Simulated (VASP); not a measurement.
# TlCl (CsCl type) (Pm-3m) in VASP: notebook

Runs on TlCl (CsCl type). Level: HSE06. Tasks: single point.

Program: VASP 6.6.1. These are calculated values, not measurements. Logs are shortened: lines on timing, memory, paths and dates and some standing lists are left out, and cuts for length are marked.

## (1) The cell of the first run

It takes space group Pm-3m (No. 221, cubic). Conventional cell: a = 3.951 Å, b = 3.951 Å, c = 3.951 Å, α = 90.00°, β = 90.00°, γ = 90.00°. Tl (site symmetry m-3m) has 8 Cl at 3.42 Å and 6 Tl at 3.95 Å within 4.5 Å. Within 4.5 Å of Cl (site symmetry m-3m) lie 8 Tl at 3.42 Å and 6 Cl at 3.95 Å.

## (2) Single point, HSE06

POSCAR

```
TlCl
1.0
    3.9513216749      0.0000000000      0.0000000000
    0.0000000000      3.9513216749      0.0000000000
    0.0000000000      0.0000000000      3.9513216749
Tl Cl
1 1
Direct
    0.0000000000      0.0000000000      0.0000000000
    0.5000000000      0.5000000000      0.5000000000
```

INCAR.step1

```
SYSTEM = TlCl
ALGO = Normal ; EDIFF = 1E-5
ENCUT = 400 ; GGA = PE
GGA_COMPAT = .False. ; ISIF = 2
ISMEAR = -1 ; LASPH = .True.
LCHARG = .False. ; LREAL = .False.
LWAVE = .True. ; NBANDS = 17
NELM = 120 ; PREC = Accurate
SIGMA = 0.05
```

INCAR.step2

```
SYSTEM = TlCl
ALGO = Normal ; EDIFF = 1E-6
ENCUT = 400 ; GGA = PE
GGA_COMPAT = .False. ; HFSCREEN = 0.2079
ISIF = 2 ; ISMEAR = -1
ISTART = 1 ; LASPH = .True.
LCHARG = .False. ; LHFCALC = .True.
LREAL = .False. ; LWAVE = .False.
NBANDS = 17 ; NELM = 120
PREC = Accurate ; PRECFOCK = Normal
SIGMA = 0.05
```

KPOINTS

```
k-points
0
Gamma
  4 4 4
  0 0 0
```

Potentials or basis: VASP PAW PBE potentials, release 64 (Tl_d, Cl).

Run with:

```console
cat potpaw_PBE.64/Tl_d/POTCAR potpaw_PBE.64/Cl/POTCAR > POTCAR
cp INCAR.step1 INCAR
mpirun -np 1 vasp_std > vasp.out
cp INCAR.step2 INCAR
mpirun -np 1 vasp_std > vasp.out
```

OUTCAR:

```text
SYSTEM = TlCl
   EDIFF = 1E-6
   ENCUT = 400
   GGA = PE
   HFSCREEN = 0.2079
   ISIF = 2
   ISMEAR = -1
   ISTART = 1
   LASPH = .True.
   LHFCALC = .True.
   LREAL = .False.
   NELM = 120
   PREC = Accurate
   PRECFOCK = Normal

 ion  position               nearest neighbor table
   1  0.000  0.000  0.000-
   2  0.500  0.500  0.500-

  LATTYP: Found a simple cubic cell.
 ALAT       =     3.9513216749

  Lattice vectors:

 A1 = (   3.9513216749,   0.0000000000,   0.0000000000)
 A2 = (   0.0000000000,   3.9513216749,   0.0000000000)
 A3 = (   0.0000000000,   0.0000000000,   3.9513216749)

Analysis of symmetry for initial positions (statically):
=====================================================================
 Subroutine PRICEL returns:
 Original cell was already a primitive cell.

 Routine SETGRP: Setting up the symmetry group for a
 simple cubic supercell.

 Subroutine GETGRP returns: Found 48 space group operations
 (whereof 48 operations were pure point group operations)
 out of a pool of 48 trial point group operations.

The static configuration has the point symmetry O_h .

Analysis of symmetry for dynamics (positions and initial velocities):
=====================================================================
 Subroutine PRICEL returns:
 Original cell was already a primitive cell.

 Routine SETGRP: Setting up the symmetry group for a
 simple cubic supercell.

 Subroutine GETGRP returns: Found 48 space group operations
 (whereof 48 operations were pure point group operations)
 out of a pool of 48 trial point group operations.

The dynamic configuration has the point symmetry O_h .

 Subroutine INISYM returns: Found 48 space group operations
 (whereof 48 operations are pure point group operations),
 and found     1 'primitive' translations

----------------------------------------------------------------------------------------

                                     Primitive cell

  volume of cell :      61.6918

  direct lattice vectors                    reciprocal lattice vectors
     3.951321675  0.000000000  0.000000000     0.253079876  0.000000000  0.000000000
     0.000000000  3.951321675  0.000000000     0.000000000  0.253079876  0.000000000
     0.000000000  0.000000000  3.951321675     0.000000000  0.000000000  0.253079876

  length of vectors
     3.951321675  3.951321675  3.951321675     0.253079876  0.253079876  0.253079876

  position of ions in fractional coordinates (direct lattice)
     0.000000000  0.000000000  0.000000000
     0.500000000  0.500000000  0.500000000

  ion indices of the primitive-cell ions
   primitive index   ion index
                 1           1
                 2           2

----------------------------------------------------------------------------------------

 KPOINTS: k-points

Automatic generation of k-mesh.
 Grid dimensions read from file:
 generate k-points for:    4    4    4

 Generating k-lattice:

  Cartesian coordinates                     Fractional coordinates (reciprocal lattice)
     0.063269969  0.000000000  0.000000000     0.250000000  0.000000000  0.000000000
     0.000000000  0.063269969  0.000000000     0.000000000  0.250000000  0.000000000
     0.000000000  0.000000000  0.063269969     0.000000000  0.000000000  0.250000000

  Length of vectors
     0.063269969  0.063269969  0.063269969

  Shift w.r.t. Gamma in fractional coordinates (k-lattice)
     0.000000000  0.000000000  0.000000000

 Subroutine IBZKPT returns following result:
 ===========================================

 Found     10 irreducible k-points:

 Following reciprocal coordinates:
            Coordinates               Weight
  0.000000  0.000000  0.000000      1.000000
  0.250000  0.000000  0.000000      6.000000
  0.500000  0.000000  0.000000      3.000000
  0.250000  0.250000  0.000000     12.000000
  0.500000  0.250000  0.000000     12.000000
  0.500000  0.500000  0.000000      3.000000
  0.250000  0.250000  0.250000      8.000000
  0.500000  0.250000  0.250000     12.000000
  0.500000  0.500000  0.250000      6.000000
  0.500000  0.500000  0.500000      1.000000
   k-points           NKPTS =     10   k-points in BZ     NKDIM =     64   number of bands    NBANDS=     17
   number of dos      NEDOS =    301   number of ions     NIONS =      2
   total plane-waves  NPLWV =  21952
   dimension x,y,z NGX =    28 NGY =   28 NGZ =   28
   dimension x,y,z NGXF=    56 NGYF=   56 NGZF=   56
   ions per type =               1   1
   NGX,Y,Z   is equivalent  to a cutoff of  11.78, 11.78, 11.78 a.u.
   NGXF,Y,Z  is equivalent  to a cutoff of  23.56, 23.56, 23.56 a.u.
 SYSTEM =  TlCl
   PREC   = accura    normal or accurate (medium, high low for compatibility)
   ISTART =      1    job   : 0-new  1-cont  2-samecut
   ICHARG =      0    charge: 1-file 2-atom 10-const
   ISPIN  =      1    spin polarized calculation?
   LNONCOLLINEAR =      F non collinear calculations
   LSORBIT =      F    spin-orbit coupling
   LASPH  =      T    aspherical Exc in radial PAW
   ENCUT  =  400.0 eV  29.40 Ry    5.42 a.u.   6.44  6.44  6.44*2*pi/ulx,y,z
   NELM   =    120;   NELMIN=  2; NELMDL=  0     # of ELM steps
   EDIFF  = 0.1E-05   stopping-criterion for ELM
   LREAL  =      F    real-space projection
   EDIFFG = 0.1E-04   stopping-criterion for IOM
   NSW    =      0    number of steps for IOM
   IBRION =     -1    ionic relax: 0-MD 1-quasi-New 2-CG
   NFREE  =      0    steps in history (QN), initial steepest desc. (CG)
   ISIF   =      2    stress and relaxation
   ISYM   =      3    0-nonsym 1-usesym 2-fastsym
   POTIM  = 0.5000    time-step for ionic-motion
   TEBEG  =    0.0;   TEEND  =   0.0 temperature during run
   PSTRESS=    0.0 pullay stress
   NELECT =      20.0000    total number of electrons
   NUPDOWN=      -1.0000    fix difference up-down
   EMIN   =  10.00;   EMAX   =-10.00  energy-range for DOS
   EFERMI =   0.00;   METHOD = LEGACY
   ISMEAR =    -1;   SIGMA  =   0.05  broadening in eV -4-tet -1-fermi 0-gaus
   EFERMI_NEDOS =   21; number of points for ismear=-14 and -15
   IALGO  =     38    algorithm
   IMIX   =      1    mixing-type and parameters
     AMIX     =   0.40;   BMIX     =  1.00
     AMIX_MAG =   1.60;   BMIX_MAG =  1.00
  volume/ion in A,a.u.               =      30.85       208.16
  Fermi-wavevector in a.u.,A,eV,Ry     =   1.124629  2.125240 17.208505  1.264789
  Thomas-Fermi vector in A             =   2.261301
   LORBIT       =      0    0 simple, 1 ext, 2 COOP (PROOUT), +10 PAW based schemes
   GGA     = PE    functional components
   LHFCALC =     T    Hartree Fock is set to
   PRECFOCK=normal    Normal, Fast or Accurate (Low or Medium for compatibility)
   ENCUT4O =  -1.0   cutoff for four orbital integrals eV
   NKREDX  =     1    reduce k-point grid by
   NKREDY  =     1    reduce k-point grid by
   NKREDZ  =     1    reduce k-point grid by
   AEXX    =    0.2500 exact exchange contribution
   HFSCREEN=    0.2079 screening length (either q_TF or 0.3 A-1)
   HFSCREENC=   0.2079 screening length for correlation (either q_TF or 0.3 A-1)
   ENCUTFOCK=  -1.0 apply spherical cutoff to Coloumb kernel
   IVDW    =     0    specifies the selected vdW correction
   LEPSILON=     F    determine dielectric tensor
   LRPA    =     F    only Hartree local field effects (RPA)
 non-spin polarized calculation
  energy-cutoff  :      400.00
  volume of cell :       61.69
 maximum number of plane-waves:      1141
 NGX is ok and might be reduce to    28
  NGX = 20; NGY = 20; NGZ = 20

 number of electron      20.0000009 magnetization

 Free energy of the ion-electron system (eV)
  ---------------------------------------------------
  ext. energy  EPLUGINS =         0.00000000
  ---------------------------------------------------
  free energy    TOTEN  =        -7.16109668 eV

  energy without entropy =       -7.16109668  energy(sigma->0) =       -7.16109668

 E-fermi :   2.3165     XC(G=0):  -7.2393

 val. band max:        1.1660334466   @ k =   0.5000   0.0000   0.0000
 cond. band min:       4.2630319577   @ k =   0.5000   0.0000   0.0000
 fundamental gap:      3.0969985112
 Fermi energy:         2.3165348257

 k-point     1 :       0.0000    0.0000    0.0000
  band No.  band energies     occupation
      1     -13.5639      2.00000
      2      -9.8465      2.00000
      3      -9.8465      2.00000
      4      -9.6644      2.00000
      5      -9.6644      2.00000
      6      -9.6644      2.00000
[... 9 lines left out ...]
     16      14.0353      0.00000
     17      16.6452      0.00000

 k-point     2 :       0.2500    0.0000    0.0000
  band No.  band energies     occupation
      1     -13.4660      2.00000
      2      -9.8418      2.00000
      3      -9.7779      2.00000
      4      -9.6939      2.00000
      5      -9.6939      2.00000
      6      -9.6618      2.00000
[... 9 lines left out ...]
     16      15.3220      0.00000
     17      16.3911      0.00000

 k-point     3 :       0.5000    0.0000    0.0000
  band No.  band energies     occupation
      1     -13.3631      2.00000
      2      -9.8371      2.00000
      3      -9.7231      2.00000
      4      -9.7231      2.00000
      5      -9.7119      2.00000
      6      -9.6594      2.00000
[... 9 lines left out ...]
     16      15.6585      0.00000
     17      16.7237      0.00000

 k-point     4 :       0.2500    0.2500    0.0000
  band No.  band energies     occupation
      1     -13.3926      2.00000
      2      -9.8071      2.00000
      3      -9.7347      2.00000
      4      -9.7003      2.00000
      5      -9.6915      2.00000
      6      -9.6857      2.00000
[... 9 lines left out ...]
     16      14.2290      0.00000
     17      14.6359      0.00000

 k-point     5 :       0.5000    0.2500    0.0000
  band No.  band energies     occupation
      1     -13.3169      2.00000
      2      -9.7946      2.00000
      3      -9.7151      2.00000
      4      -9.7042      2.00000
      5      -9.6833      2.00000
      6      -9.6708      2.00000
[... 9 lines left out ...]
     16      14.6629      0.00000
     17      15.2541      0.00000

 k-point     6 :       0.5000    0.5000    0.0000
  band No.  band energies     occupation
      1     -13.2701      2.00000
      2      -9.7710      2.00000
      3      -9.7071      2.00000
      4      -9.7071      2.00000
      5      -9.6817      2.00000
      6      -9.6119      2.00000
[... 9 lines left out ...]
     16      13.7533      0.00000
     17      13.7533      0.00000

 k-point     7 :       0.2500    0.2500    0.2500
  band No.  band energies     occupation
      1     -13.3251      2.00000
      2      -9.7336      2.00000
      3      -9.7336      2.00000
      4      -9.7190      2.00000
      5      -9.7190      2.00000
      6      -9.6804      2.00000
[... 9 lines left out ...]
     16      14.3107      0.00000
     17      16.7572      0.00000

 k-point     8 :       0.5000    0.2500    0.2500
  band No.  band energies     occupation
      1     -13.2555      2.00000
      2      -9.7574      2.00000
      3      -9.7268      2.00000
      4      -9.7177      2.00000
      5      -9.6947      2.00000
      6      -9.6552      2.00000
[... 9 lines left out ...]
     16      13.9906      0.00000
     17      17.6766      0.00000

 k-point     9 :       0.5000    0.5000    0.2500
  band No.  band energies     occupation
      1     -13.1923      2.00000
      2      -9.7505      2.00000
      3      -9.7505      2.00000
      4      -9.7350      2.00000
      5      -9.6897      2.00000
      6      -9.6103      2.00000
[... 9 lines left out ...]
     16      14.2741      0.00000
     17      17.9819      0.00000

 k-point    10 :       0.5000    0.5000    0.5000
  band No.  band energies     occupation
      1     -13.1104      2.00000
      2      -9.7929      2.00000
      3      -9.7929      2.00000
      4      -9.7929      2.00000
      5      -9.6088      2.00000
      6      -9.6088      2.00000
[... 9 lines left out ...]
     16      14.7767      0.00000
     17      18.9112      0.00000

------------------------ aborting loop because EDIFF is reached ----------------------------------------

  FORCE on cell =-STRESS in cart. coord.  units (eV):
  Direction    XX          YY          ZZ          XY          YZ          ZX
  --------------------------------------------------------------------------------------
  -------------------------------------------------------------------------------------
  Total       -0.4228198     -0.4228198     -0.4228198      0.0000000     -0.0000000     -0.0000000
  in kB      -10.9809203    -10.9809203    -10.9809203      0.0000000     -0.0000000     -0.0000000
  external PRESSURE =     -10.9809203 kB  Pullay stress =       0.0000000 kB

 VOLUME and BASIS-vectors are now :
 -----------------------------------------------------------------------------
  energy-cutoff  :      400.00
  volume of cell :       61.69
      direct lattice vectors                 reciprocal lattice vectors
     3.951321675  0.000000000  0.000000000     0.253079876  0.000000000  0.000000000
     0.000000000  3.951321675  0.000000000     0.000000000  0.253079876  0.000000000
     0.000000000  0.000000000  3.951321675     0.000000000  0.000000000  0.253079876

 POSITION                                       TOTAL-FORCE (eV/Angst)
 -----------------------------------------------------------------------------------
      0.00000      0.00000      0.00000         0.000000      0.000000      0.000000
      1.97566      1.97566      1.97566         0.000000      0.000000      0.000000
 -----------------------------------------------------------------------------------
    total drift:                                0.000000      0.000000     -0.000000

  FREE ENERGIE OF THE ION-ELECTRON SYSTEM (eV)
  ---------------------------------------------------
  free  energy   TOTEN  =        -7.1610966789 eV

  energy  without entropy=       -7.1610966789  energy(sigma->0) =       -7.16109668
```

Run time: 6.3 min. Hardware: 1 thread of AMD EPYC 7R13 (Zen 3), shared host; peak memory 0.23 GiB.

Results:

```yaml
Free_energy: -7.1611 eV
Pressure: -1.1 GPa
Band_gap_on_the_k_mesh: 3.10 eV
```

Caveat: the PAW data sets were made with another functional, which shifts forces and pressure a little; spin-orbit coupling is left out, which moves the levels of the heavy elements. A k mesh can miss the band edges.

## (3) Single point, HSE06

POSCAR is that of step 2.

INCAR.step1

```
PREC     = Accurate       # precision mode
ENCUT    = 400            # plane-wave cutoff, eV
EDIFF    = 1E-5           # SCF threshold, eV
ISMEAR   = -1             # smearing method
SIGMA    = 0.05           # smearing width, eV
LREAL    = F              # projectors in reciprocal space
LASPH    = T              # aspherical terms in the spheres
NELM     = 120            # most SCF steps
ALGO     = Normal         # electronic algorithm
ISIF     = 2              # what is computed and relaxed
LWAVE    = T              # write WAVECAR
LCHARG   = F              # write CHGCAR
NBANDS   = 17             # bands
GGA      = PE             # functional
GGA_COMPAT= F
```

INCAR.step2

```
PREC     = Accurate       # precision mode
ENCUT    = 400            # plane-wave cutoff, eV
EDIFF    = 1E-6           # SCF threshold, eV
ISMEAR   = -1             # smearing method
SIGMA    = 0.05           # smearing width, eV
LREAL    = F              # projectors in reciprocal space
LASPH    = T              # aspherical terms in the spheres
NELM     = 120            # most SCF steps
ALGO     = Normal         # electronic algorithm
ISIF     = 2              # what is computed and relaxed
LWAVE    = F              # write WAVECAR
LCHARG   = F              # write CHGCAR
GGA      = PE             # functional
LHFCALC  = T              # exact exchange
HFSCREEN = 0.2079         # screening, 1/A
PRECFOCK = Normal       
NBANDS   = 17             # bands
ISTART   = 1            
GGA_COMPAT= F
```

KPOINTS

```
Automatic mesh
0
Gamma
  4 4 4
```

Potentials or basis: VASP PAW PBE potentials, release 64 (Tl_d, Cl).

Run with:

```console
cat potpaw_PBE.64/Tl_d/POTCAR potpaw_PBE.64/Cl/POTCAR > POTCAR
cp INCAR.step1 INCAR
mpirun -np 1 vasp_std > vasp.out
cp INCAR.step2 INCAR
mpirun -np 1 vasp_std > vasp.out
```

OUTCAR:

```text
PREC = Accurate
   ENCUT = 400
   EDIFF = 1E-6
   ISMEAR = -1
   LREAL = F
   LASPH = T
   NELM = 120
   ISIF = 2
   GGA = PE
   LHFCALC = T
   HFSCREEN = 0.2079
   PRECFOCK = Normal
   ISTART = 1

 ion  position               nearest neighbor table
   1  0.000  0.000  0.000-
   2  0.500  0.500  0.500-

  LATTYP: Found a simple cubic cell.
 ALAT       =     3.9513216749

[... 366 lines left out ...]
      5      -9.6088      2.00000
      6      -9.6088      2.00000
[... 9 lines left out ...]
     16      14.7767      0.00000
     17      18.9112      0.00000

------------------------ aborting loop because EDIFF is reached ----------------------------------------

  FORCE on cell =-STRESS in cart. coord.  units (eV):
  Direction    XX          YY          ZZ          XY          YZ          ZX
  --------------------------------------------------------------------------------------
  -------------------------------------------------------------------------------------
  Total       -0.4228198     -0.4228198     -0.4228198      0.0000000     -0.0000000     -0.0000000
  in kB      -10.9809203    -10.9809203    -10.9809203      0.0000000     -0.0000000     -0.0000000
  external PRESSURE =     -10.9809203 kB  Pullay stress =       0.0000000 kB

 VOLUME and BASIS-vectors are now :
 -----------------------------------------------------------------------------
  energy-cutoff  :      400.00
  volume of cell :       61.69
      direct lattice vectors                 reciprocal lattice vectors
     3.951321675  0.000000000  0.000000000     0.253079876  0.000000000  0.000000000
     0.000000000  3.951321675  0.000000000     0.000000000  0.253079876  0.000000000
     0.000000000  0.000000000  3.951321675     0.000000000  0.000000000  0.253079876

 POSITION                                       TOTAL-FORCE (eV/Angst)
 -----------------------------------------------------------------------------------
      0.00000      0.00000      0.00000         0.000000      0.000000      0.000000
      1.97566      1.97566      1.97566         0.000000      0.000000      0.000000
 -----------------------------------------------------------------------------------
    total drift:                                0.000000      0.000000     -0.000000

  FREE ENERGIE OF THE ION-ELECTRON SYSTEM (eV)
  ---------------------------------------------------
  free  energy   TOTEN  =        -7.1610966789 eV

  energy  without entropy=       -7.1610966789  energy(sigma->0) =       -7.16109668
```

Wall time 6.3 min (1 thread of AMD EPYC 7R13 (Zen 3), shared host); peak memory 0.23 GiB.

What came out:

```
Free energy            : -7.1611 eV
Pressure               : -1.1 GPa
Band gap on the k mesh : 3.10 eV
```

Caveat: the PAW data sets were made with another functional, which shifts forces and pressure a little; spin-orbit coupling is left out, which moves the levels of the heavy elements. A k mesh can miss the band edges.
